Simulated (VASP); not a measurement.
# LiCl (Fm-3m) in VASP: settings compared, part 2 of 2

VASP 6.6.1. The steps go on from the part before.

## (4) Single point, LDA

INCAR

```
ALGO = Normal
EDIFF = 1E-6
ENCUT = 520
ISIF = 2
ISMEAR = 0
LASPH = True
LCHARG = True
LELF = True
LREAL = False
LVHAR = True
LWAVE = False
NBANDS = 12
NELM = 80
PREC = Accurate
SIGMA = 0.01
```

KPOINTS

```
k-points
0
Gamma
  4 4 4
```

POSCAR

```
LiCl
1.0
    0.0000000000      2.5560252063      2.5560252063
    2.5560252063      0.0000000000      2.5560252063
    2.5560252063      2.5560252063      0.0000000000
Li Cl
1 1
Direct
    0.0000000000      0.0000000000      0.0000000000
    0.5000000000      0.5000000000      0.5000000000
```

Potentials or basis: VASP PAW LDA potentials, release 64 (Li_sv, Cl).

Command:

```bash
cat potpaw_LDA.64/Li_sv/POTCAR potpaw_LDA.64/Cl/POTCAR > POTCAR
mpirun -np 1 vasp_std > vasp.out
```

OUTCAR:

```text
EDIFF = 1E-6
   ENCUT = 520
   ISIF = 2
   ISMEAR = 0
   LASPH = True
   LREAL = False
   NELM = 80
   PREC = Accurate

 ion  position               nearest neighbor table
   1  0.000  0.000  0.000-   2 2.56   2 2.56   2 2.56   2 2.56   2 2.56   2 2.56
   2  0.500  0.500  0.500-   1 2.56   1 2.56   1 2.56   1 2.56   1 2.56   1 2.56

  LATTYP: Found a face centered cubic cell.
 ALAT       =     5.1120504126

  Lattice vectors:

 A1 = (   0.0000000000,   2.5560252063,   2.5560252063)
 A2 = (   2.5560252063,   0.0000000000,   2.5560252063)
 A3 = (   2.5560252063,   2.5560252063,   0.0000000000)

Analysis of symmetry for initial positions (statically):
=====================================================================
 Subroutine PRICEL returns:
 Original cell was already a primitive cell.

 Routine SETGRP: Setting up the symmetry group for a
 face centered cubic supercell.

 Subroutine GETGRP returns: Found 48 space group operations
 (whereof 48 operations were pure point group operations)
 out of a pool of 48 trial point group operations.

The static configuration has the point symmetry O_h .

Analysis of symmetry for dynamics (positions and initial velocities):
=====================================================================
 Subroutine PRICEL returns:
 Original cell was already a primitive cell.

 Routine SETGRP: Setting up the symmetry group for a
 face centered cubic supercell.

 Subroutine GETGRP returns: Found 48 space group operations
 (whereof 48 operations were pure point group operations)
 out of a pool of 48 trial point group operations.

The dynamic configuration has the point symmetry O_h .

 Subroutine INISYM returns: Found 48 space group operations
 (whereof 48 operations are pure point group operations),
 and found     1 'primitive' translations

----------------------------------------------------------------------------------------

                                     Primitive cell

  volume of cell :      33.3984

  direct lattice vectors                    reciprocal lattice vectors
     0.000000000  2.556025206  2.556025206    -0.195616224  0.195616224  0.195616224
     2.556025206  0.000000000  2.556025206     0.195616224 -0.195616224  0.195616224
     2.556025206  2.556025206  0.000000000     0.195616224  0.195616224 -0.195616224

  length of vectors
     3.614765513  3.614765513  3.614765513     0.338817239  0.338817239  0.338817239

  position of ions in fractional coordinates (direct lattice)
     0.000000000  0.000000000  0.000000000
     0.500000000  0.500000000  0.500000000

  ion indices of the primitive-cell ions
   primitive index   ion index
                 1           1
                 2           2

----------------------------------------------------------------------------------------

 KPOINTS: k-points

Automatic generation of k-mesh.
 Grid dimensions read from file:
 generate k-points for:    4    4    4

 Generating k-lattice:

  Cartesian coordinates                     Fractional coordinates (reciprocal lattice)
    -0.048904056  0.048904056  0.048904056     0.250000000  0.000000000  0.000000000
[... 21 lines left out ...]
 -0.250000  0.250000  0.000000     12.000000
  0.500000  0.500000  0.000000      3.000000
 -0.250000  0.500000  0.250000      6.000000
   k-points           NKPTS =      8   k-points in BZ     NKDIM =      8   number of bands    NBANDS=     12
   number of dos      NEDOS =    301   number of ions     NIONS =      2
   total plane-waves  NPLWV =  21952
   dimension x,y,z NGX =    28 NGY =   28 NGZ =   28
   dimension x,y,z NGXF=    56 NGYF=   56 NGZF=   56
   ions per type =               1   1
   NGX,Y,Z   is equivalent  to a cutoff of  12.88, 12.88, 12.88 a.u.
   NGXF,Y,Z  is equivalent  to a cutoff of  25.75, 25.75, 25.75 a.u.
 SYSTEM =  unknown system
   PREC   = accura    normal or accurate (medium, high low for compatibility)
   ISTART =      0    job   : 0-new  1-cont  2-samecut
   ICHARG =      2    charge: 1-file 2-atom 10-const
   ISPIN  =      1    spin polarized calculation?
   LNONCOLLINEAR =      F non collinear calculations
   LSORBIT =      F    spin-orbit coupling
   LASPH  =      T    aspherical Exc in radial PAW
   ENCUT  =  520.0 eV  38.22 Ry    6.18 a.u.   6.72  6.72  6.72*2*pi/ulx,y,z
   NELM   =     80;   NELMIN=  2; NELMDL= -5     # of ELM steps
   EDIFF  = 0.1E-05   stopping-criterion for ELM
   LREAL  =      F    real-space projection
   EDIFFG = 0.1E-04   stopping-criterion for IOM
   NSW    =      0    number of steps for IOM
   IBRION =     -1    ionic relax: 0-MD 1-quasi-New 2-CG
   NFREE  =      0    steps in history (QN), initial steepest desc. (CG)
   ISIF   =      2    stress and relaxation
   ISYM   =      2    0-nonsym 1-usesym 2-fastsym
   POTIM  = 0.5000    time-step for ionic-motion
   TEBEG  =    0.0;   TEEND  =   0.0 temperature during run
   PSTRESS=    0.0 pullay stress
   NELECT =      10.0000    total number of electrons
   NUPDOWN=      -1.0000    fix difference up-down
   EMIN   =  10.00;   EMAX   =-10.00  energy-range for DOS
   EFERMI =   0.00;   METHOD = LEGACY
   ISMEAR =     0;   SIGMA  =   0.01  broadening in eV -4-tet -1-fermi 0-gaus
   EFERMI_NEDOS =   21; number of points for ismear=-14 and -15
   IALGO  =     38    algorithm
   IMIX   =      4    mixing-type and parameters
     AMIX     =   0.40;   BMIX     =  1.00
     AMIX_MAG =   1.60;   BMIX_MAG =  1.00
  volume/ion in A,a.u.               =      16.70       112.69
  Fermi-wavevector in a.u.,A,eV,Ry     =   1.095216  2.069658 16.320156  1.199498
  Thomas-Fermi vector in A             =   2.231535
   LORBIT       =      0    0 simple, 1 ext, 2 COOP (PROOUT), +10 PAW based schemes
   GGA     = CA    functional components
   LHFCALC =     F    Hartree Fock is set to
   AEXX    =    0.0000 exact exchange contribution
   IVDW    =     0    specifies the selected vdW correction
   LEPSILON=     F    determine dielectric tensor
   LRPA    =     F    only Hartree local field effects (RPA)
 non-spin polarized calculation
 Gauss-broadening in eV      SIGMA  =   0.01
  energy-cutoff  :      520.00
  volume of cell :       33.40
 maximum number of plane-waves:       934
 NGX is ok and might be reduce to    28
   NGX = 13   NGY = 13   NGZ = 13

 number of electron      10.0000002 magnetization

 Free energy of the ion-electron system (eV)
  ---------------------------------------------------
  ext. energy  EPLUGINS =         0.00000000
  ---------------------------------------------------
  free energy    TOTEN  =        -8.06052463 eV

  energy without entropy =       -8.06052463  energy(sigma->0) =       -8.06052463

 E-fermi :   0.6268     XC(G=0):  -9.2066

 val. band max:        0.5391162617   @ k =   0.0000   0.0000   0.0000
 cond. band min:       6.5984712729   @ k =   0.0000   0.0000   0.0000
 fundamental gap:      6.0593550113
 Fermi energy:         0.6267964554

 k-point     1 :       0.0000    0.0000    0.0000
  band No.  band energies     occupation
      1     -41.9268      2.00000
      2     -12.8229      2.00000
      3       0.5391      2.00000
      4       0.5391      2.00000
      5       0.5391      2.00000
      6       6.5985      0.00000
      7      12.2794      0.00000
      8      12.2794      0.00000
      9      12.2794      0.00000
     10      14.6998      0.00000
     11      14.6998      0.00000
     12      14.6998      0.00000
[... 91 lines left out ...]
 k-point     8 :      -0.2500    0.5000    0.2500
  band No.  band energies     occupation
      1     -41.9224      2.00000
      2     -11.9663      2.00000
      3      -1.7002      2.00000
      4      -1.7002      2.00000
      5      -0.5703      2.00000
      6       9.9134      0.00000
      7      10.3721      0.00000
      8      10.7369      0.00000
      9      10.7369      0.00000
     10      16.2199      0.00000
     11      16.2199      0.00000
     12      19.2794      0.00000

------------------------ aborting loop because EDIFF is reached ----------------------------------------

  FORCE on cell =-STRESS in cart. coord.  units (eV):
  Direction    XX          YY          ZZ          XY          YZ          ZX
  --------------------------------------------------------------------------------------
  -------------------------------------------------------------------------------------
  Total       -0.6060513     -0.6060513     -0.6060513      0.0000000      0.0000000      0.0000000
  in kB      -29.0733149    -29.0733149    -29.0733149      0.0000000      0.0000000      0.0000000
  external PRESSURE =     -29.0733149 kB  Pullay stress =       0.0000000 kB

 VOLUME and BASIS-vectors are now :
 -----------------------------------------------------------------------------
  energy-cutoff  :      520.00
  volume of cell :       33.40
      direct lattice vectors                 reciprocal lattice vectors
     0.000000000  2.556025206  2.556025206    -0.195616224  0.195616224  0.195616224
     2.556025206  0.000000000  2.556025206     0.195616224 -0.195616224  0.195616224
     2.556025206  2.556025206  0.000000000     0.195616224  0.195616224 -0.195616224

 POSITION                                       TOTAL-FORCE (eV/Angst)
 -----------------------------------------------------------------------------------
      0.00000      0.00000      0.00000         0.000000      0.000000      0.000000
      2.55603      2.55603      2.55603        -0.000000     -0.000000     -0.000000
 -----------------------------------------------------------------------------------
    total drift:                                0.000000      0.000000      0.000000

  FREE ENERGIE OF THE ION-ELECTRON SYSTEM (eV)
  ---------------------------------------------------
  free  energy   TOTEN  =        -8.0605246276 eV

  energy  without entropy=       -8.0605246276  energy(sigma->0) =       -8.06052463
```

OSZICAR:

```text
N       E                     dE             d eps       ncg     rms          rms(c)
DAV:   1     0.332500188176E+02    0.33250E+02   -0.42824E+03   192   0.767E+02
DAV:   2    -0.611097030733E+01   -0.39361E+02   -0.38051E+02   236   0.132E+02
DAV:   3    -0.809652872305E+01   -0.19856E+01   -0.19804E+01   256   0.319E+01
DAV:   4    -0.813758836583E+01   -0.41060E-01   -0.41051E-01   264   0.459E+00
DAV:   5    -0.813823853031E+01   -0.65016E-03   -0.65016E-03   264   0.515E-01    0.235E+00
DAV:   6    -0.806822345596E+01    0.70015E-01   -0.13013E-01   248   0.157E+00    0.163E+00
DAV:   7    -0.806065860084E+01    0.75649E-02   -0.31443E-02   288   0.863E-01    0.813E-01
DAV:   8    -0.806053267014E+01    0.12593E-03   -0.24744E-03   280   0.333E-01    0.126E-01
DAV:   9    -0.806051545937E+01    0.17211E-04   -0.14273E-04   260   0.788E-02    0.321E-02
DAV:  10    -0.806052489721E+01   -0.94378E-05   -0.89695E-06   236   0.201E-02    0.119E-02
DAV:  11    -0.806052462757E+01    0.26964E-06   -0.16266E-06   204   0.825E-03
   1 F= -.80605246E+01 E0= -.80605246E+01  d E =-.108290E-36
```

Run time: 9 s. Hardware: 1 thread of AMD EPYC 7R13, shared host; peak memory 0.1 GiB.

What came out:

```
Free energy            : -8.0605 eV
Band gap on the k mesh : 6.06 eV, direct
```

Caveat: the k points lie up to 0.53 Å⁻¹ apart; the cutoff is under 1.25 times the usual one of these potentials, so pressure, stress and relaxed cells hold a basis-set (Pulay) error. A k mesh can miss the band edges.

## (5) Single point, r2SCAN

POSCAR is that of step 4.

INCAR.step1

```
  PREC = Accurate
  ENCUT = 520
  ISMEAR = 0
  SIGMA = 0.01
  LREAL = False
  LASPH = True
  NELM = 80
  NBANDS = 12
  GGA = PE
  ALGO = Normal
  EDIFF = 1E-4
  LWAVE = True
  LCHARG = False
```

INCAR.step2

```
  PREC = Accurate
  ENCUT = 520
  EDIFF = 1E-6
  ISMEAR = 0
  SIGMA = 0.01
  LREAL = False
  LASPH = True
  NELM = 80
  ALGO = Normal
  ISIF = 2
  LWAVE = False
  LCHARG = True
  METAGGA = R2SCAN
  LMIXTAU = True
  LELF = True
  LVHAR = True
  NBANDS = 12
  ISTART = 1
```

KPOINTS

```
regular mesh
0
Gamma
  4 4 4
```

Potentials or basis: VASP PAW PBE potentials, release 64 (Li_sv, Cl).

Command:

```bash
cat potpaw_PBE.64/Li_sv/POTCAR potpaw_PBE.64/Cl/POTCAR > POTCAR
cp INCAR.step1 INCAR
mpirun -np 1 vasp_std > vasp.out
cp INCAR.step2 INCAR
mpirun -np 1 vasp_std > vasp.out
```

OUTCAR:

```text
PREC = Accurate
   ENCUT = 520
   EDIFF = 1E-6
   ISMEAR = 0
   LREAL = False
   LASPH = True
   NELM = 80
   ISIF = 2
   METAGGA = R2SCAN
   ISTART = 1

 ion  position               nearest neighbor table
   1  0.000  0.000  0.000-   2 2.56   2 2.56   2 2.56   2 2.56   2 2.56   2 2.56
   2  0.500  0.500  0.500-   1 2.56   1 2.56   1 2.56   1 2.56   1 2.56   1 2.56

  LATTYP: Found a face centered cubic cell.
 ALAT       =     5.1120504126

  Lattice vectors:

 A1 = (   0.0000000000,   2.5560252063,   2.5560252063)
 A2 = (   2.5560252063,   0.0000000000,   2.5560252063)
 A3 = (   2.5560252063,   2.5560252063,   0.0000000000)

Analysis of symmetry for initial positions (statically):
=====================================================================
 Subroutine PRICEL returns:
 Original cell was already a primitive cell.

 Routine SETGRP: Setting up the symmetry group for a
 face centered cubic supercell.

 Subroutine GETGRP returns: Found 48 space group operations
 (whereof 48 operations were pure point group operations)
 out of a pool of 48 trial point group operations.

The static configuration has the point symmetry O_h .

Analysis of symmetry for dynamics (positions and initial velocities):
[... 156 lines left out ...]
      5       0.2716      2.00000
      6       7.6292      0.00000
      7      12.9395      0.00000
      8      12.9395      0.00000
      9      12.9395      0.00000
     10      15.6764      0.00000
     11      15.6764      0.00000
     12      16.1905      0.00000
[... 91 lines left out ...]
 k-point     8 :      -0.2500    0.5000    0.2500
  band No.  band energies     occupation
      1     -44.5312      2.00000
      2     -12.9024      2.00000
      3      -1.9149      2.00000
      4      -1.9149      2.00000
      5      -0.8175      2.00000
      6      10.7911      0.00000
      7      11.3733      0.00000
      8      11.5569      0.00000
      9      11.5569      0.00000
     10      17.5367      0.00000
     11      17.5371      0.00000
     12      19.8710      0.00000

------------------------ aborting loop because EDIFF is reached ----------------------------------------

  FORCE on cell =-STRESS in cart. coord.  units (eV):
  Direction    XX          YY          ZZ          XY          YZ          ZX
  --------------------------------------------------------------------------------------
  -------------------------------------------------------------------------------------
  Total       -0.0782438     -0.0782438     -0.0782438      0.0000000      0.0000000     -0.0000000
  in kB       -3.7534883     -3.7534883     -3.7534883      0.0000000      0.0000000     -0.0000000
  external PRESSURE =      -3.7534883 kB  Pullay stress =       0.0000000 kB

 VOLUME and BASIS-vectors are now :
 -----------------------------------------------------------------------------
  energy-cutoff  :      520.00
  volume of cell :       33.40
      direct lattice vectors                 reciprocal lattice vectors
     0.000000000  2.556025206  2.556025206    -0.195616224  0.195616224  0.195616224
     2.556025206  0.000000000  2.556025206     0.195616224 -0.195616224  0.195616224
     2.556025206  2.556025206  0.000000000     0.195616224  0.195616224 -0.195616224

 POSITION                                       TOTAL-FORCE (eV/Angst)
 -----------------------------------------------------------------------------------
      0.00000      0.00000      0.00000        -0.000000     -0.000000     -0.000000
      2.55603      2.55603      2.55603         0.000000      0.000000      0.000000
 -----------------------------------------------------------------------------------
    total drift:                                0.000000      0.000000      0.000000

  FREE ENERGIE OF THE ION-ELECTRON SYSTEM (eV)
  ---------------------------------------------------
  free  energy   TOTEN  =       -12.5822942172 eV

  energy  without entropy=      -12.5822942172  energy(sigma->0) =      -12.58229422
```

OUTCAR.step1:

```text
PREC = Accurate
   ENCUT = 520
   ISMEAR = 0
   LREAL = False
   LASPH = True
[... 323 lines left out ...]
      0.00000      0.00000      0.00000         0.000000      0.000000      0.000000
      2.55603      2.55603      2.55603        -0.000000     -0.000000     -0.000000
 -----------------------------------------------------------------------------------
    total drift:                                0.000000      0.000000      0.000000

  FREE ENERGIE OF THE ION-ELECTRON SYSTEM (eV)
  ---------------------------------------------------
  free  energy   TOTEN  =        -7.3776937928 eV

  energy  without entropy=       -7.3776937928  energy(sigma->0) =       -7.37769379
```

It took 51 s on 1 thread of AMD EPYC 7R13, shared host; peak memory 0.12 GiB.

What came out:

```yaml
Free_energy: -12.5823 eV
Band_gap_on_the_k_mesh: 7.36 eV, direct
```

Levels at points of the mesh, in eV from the valence-band top:
```tsv
k point	band 2	band 3	band 4	band 5	band 6	band 7	band 8	band 9
(0.00, 0.00, 0.00)	-14.02	0.00	0.00	0.00	7.36	12.67	12.67	12.67
(0.50, 0.00, 0.00)	-13.42	-2.88	-0.28	-0.28	7.54	10.31	10.31	14.32
(0.50, 0.50, 0.00)	-13.16	-2.98	-1.14	-1.14	8.79	8.91	13.66	15.50
```

Caveat: the k points lie up to 0.53 Å⁻¹ apart; the cutoff is under 1.25 times the usual one of these potentials, so pressure, stress and relaxed cells hold a basis-set (Pulay) error; the PAW data sets were made with another functional, which shifts forces and pressure a little. A k mesh can miss the band edges.

## (6) Summary

| level | potentials or basis | gap on the mesh (eV) |
| --- | --- | --- |
| PBE | VASP PAW PBE potentials, release 64 (Li_sv, Cl) | 6.40 |
| LDA | VASP PAW LDA potentials, release 64 (Li_sv, Cl) | 6.06 |
| r2SCAN | VASP PAW PBE potentials, release 64 (Li_sv, Cl) | 7.36 |

Alike in all rows: task single point; no spin polarisation; cell as given; k mesh 4 × 4 × 4; cutoff (eV) 520; smearing gaussian 0.01 eV.

Caveats: all runs use coarse meshes; the cutoff is under 1.25 times the usual one of these potentials, so pressure, stress and relaxed cells hold a basis-set (Pulay) error; the PAW data sets were made with another functional, which shifts forces and pressure a little (some runs).

Absolute energies hang on the potentials; compare differences alone.
